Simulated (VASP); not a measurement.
Set up this calculation in VASP 6.6.1, as the native input.

* Task: single point
* Functional: PBEsol
* Potentials or basis: VASP PAW PBE potentials, release 64 (Mn_sv)
* Cutoff: 600 eV
* k mesh: 18 × 18 × 18
* Occupations: gaussian, width 0.05 eV
* Spin: collinear spin, ferromagnetic start
* Starting moments: [4.0] μB
* Dipole correction: no
* Further INCAR settings: ALGO = Normal; EDIFF = 1e-06; NBANDS = 18

The structure of Mn lies in POSCAR:

```
Mn
1.0
   -1.5405000000      1.5405000000      1.5405000000
    1.5405000000     -1.5405000000      1.5405000000
    1.5405000000      1.5405000000     -1.5405000000
Mn
1
Direct
    0.0000000000      0.0000000000      0.0000000000
```

This isn't the form of Mn at room conditions, which is a 58-atom cubic cell.

These files were run (other wordings do the same):

INCAR

```
  ALGO = Normal
  EDIFF = 1E-6
  ENCUT = 600
  GGA = PS
  GGA_COMPAT = False
  ISIF = 2
  ISMEAR = 0
  ISPIN = 2
  LASPH = True
  LCHARG = False
  LMAXMIX = 4
  LORBIT = 11
  LREAL = False
  LWAVE = False
  MAGMOM = 4
  NBANDS = 18
  NELM = 200
  PREC = Accurate
  SIGMA = 0.05
```

KPOINTS

```
k-points
0
Gamma
  18 18 18
```

Potentials or basis: VASP PAW PBE potentials, release 64 (Mn_sv).

Command:

```console
$ cat potpaw_PBE.64/Mn_sv/POTCAR > POTCAR
$ mpirun -np 1 vasp_std > vasp.out
```

It gave:

```
Pressure                                              : -22.9 GPa
Net moment                                            : 2.82 μB per cell
Site moments                                          : Mn +2.65 μB
Valence electrons inside the program's atomic spheres : Mn 12.85
```

Caveat: the cell stands under tension; the PAW data sets were made with another functional, which shifts forces and pressure a little.

Wall time 69 s on 1 thread of Intel(R) Xeon(R) 6975P-C (Granite Rapids), with other jobs on the host, peak memory 0.21 GiB.
